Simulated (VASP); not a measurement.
The system is PbS.

```
Pb S
1.0
     2.07995   -5.99130    0.00000
     2.07995    5.99130    0.00000
     0.00000    0.00000    4.27932
Pb S
2 2
Cartesian
  2.0800 4.4268 1.0698
  2.0800 -4.4268 3.2095
  2.0800 1.7399 1.0698
  2.0800 -1.7399 3.2095
```

```yaml
Program: VASP 6.6.1
Task: relaxation of cell and atoms
Functional: PBEsol
Potentials_or_basis: VASP PAW PBE potentials, release 64 (Pb_d, S)
Cutoff: 600 eV
k_mesh: 7 × 7 × 6
Occupations: fermi-dirac, width 0.05 eV
Spin: no spin polarisation
```

At the start: pressure -1.9 GPa; volume 26.66 Å³/atom.

Question: How do energy, volume and symmetry change on relaxing?

Answer: Over 15 steps the energy falls by 8.6 meV/atom and the volume is 25.18 Å³/atom (-5.6 %); space group Cmcm (No. 63, to 0.1 Å) before and after.

Step by step:
| step | energy change (eV) | largest force (eV/Å) | pressure (GPa) | volume (Å³) |
| --- | --- | --- | --- | --- |
| 1 | 0.0000 | 0.0355 | -1.86 | 106.65 |
| 2 | -0.0193 | 0.2313 | 0.68 | 101.94 |
| 3 | -0.0218 | 0.1609 | 0.00 | 103.09 |
| 4 | -0.0249 | 0.1044 | -0.03 | 102.77 |
| 5 | -0.0263 | 0.0368 | -0.05 | 102.36 |
| 6 | -0.0288 | 0.0272 | -0.06 | 102.07 |
| 7 | -0.0332 | 0.0166 | -0.07 | 101.22 |
| 8 | -0.0335 | 0.0189 | -0.05 | 100.86 |
| 9 | -0.0336 | 0.0176 | -0.04 | 100.90 |
| 10 | -0.0340 | 0.0227 | 0.02 | 100.75 |
| 11 | -0.0342 | 0.0320 | 0.14 | 100.48 |
| 12 | -0.0344 | 0.0139 | 0.00 | 100.68 |
| 13 | -0.0344 | 0.0137 | -0.01 | 100.69 |
| 14 | -0.0345 | 0.0118 | -0.01 | 100.70 |
| 15 | -0.0346 | 0.0071 | -0.02 | 100.71 |

Final structure:
```yaml
crystal:
  lattice:
    - [2.04889, -5.80083, 0.00000]
    - [2.04889, 5.80083, 0.00000]
    - [0.00000, 0.00000, 4.23673]
  atoms:
    - { symbol: Pb, position: [0.12697, 0.87303, 0.25000] }
    - { symbol: Pb, position: [0.87303, 0.12697, 0.75000] }
    - { symbol: S, position: [0.35869, 0.64131, 0.25000] }
    - { symbol: S, position: [0.64131, 0.35869, 0.75000] }
```

Caveat: the PAW data sets were made with another functional, which shifts forces and pressure a little.
